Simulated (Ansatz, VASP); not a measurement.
**BaHfO3 in VASP and in Ansatz**

```
Ba Hf O
1.0
     4.17706    0.00000    0.00000
     0.00000    4.17706    0.00000
     0.00000    0.00000    4.30237
Ba Hf O
1 1 3
Cartesian
  0.0000 0.0000 0.0000
  2.0885 2.0885 2.1512
  2.0885 2.0885 0.0000
  2.0885 0.0000 2.1512
  0.0000 2.0885 2.1512
```

Change from the starting cell: uniaxial_z strain +3.0%.

Alike in both runs: task single point; functional PBE; k mesh 6 × 6 × 6; occupations fermi-dirac, width 0.02 eV; no spin polarisation.

```csv
,VASP,Ansatz
version,VASP 6.6.1,Ansatz 0.2.0
potentials or method,"VASP PAW PBE potentials, release 64 (Ba_sv, Hf_pv, O)","plane waves, PAW"
plane-wave cutoff (eV),520,420
valence electrons in the cell,38,54
```

Ansatz gave:

| Item | Value |
| --- | --- |
| gap on the k mesh at the Fermi level (eV) | 3.52 |
| pressure (GPa) | -1.1 |
| traceless stress, the component that is largest in VASP (GPa) | -4.15 |

**Question.** What did VASP give for the same quantities?

**Answer.** gap on the k mesh at the Fermi level (eV): 3.44; pressure (GPa): -1.7; traceless stress, the component that is largest in VASP (GPa): -4.11.

VASP's potentials hold 38 valence electrons a cell and Ansatz's 54, so a difference there can come from the potentials and not from the codes.

Spin-orbit coupling is off throughout.
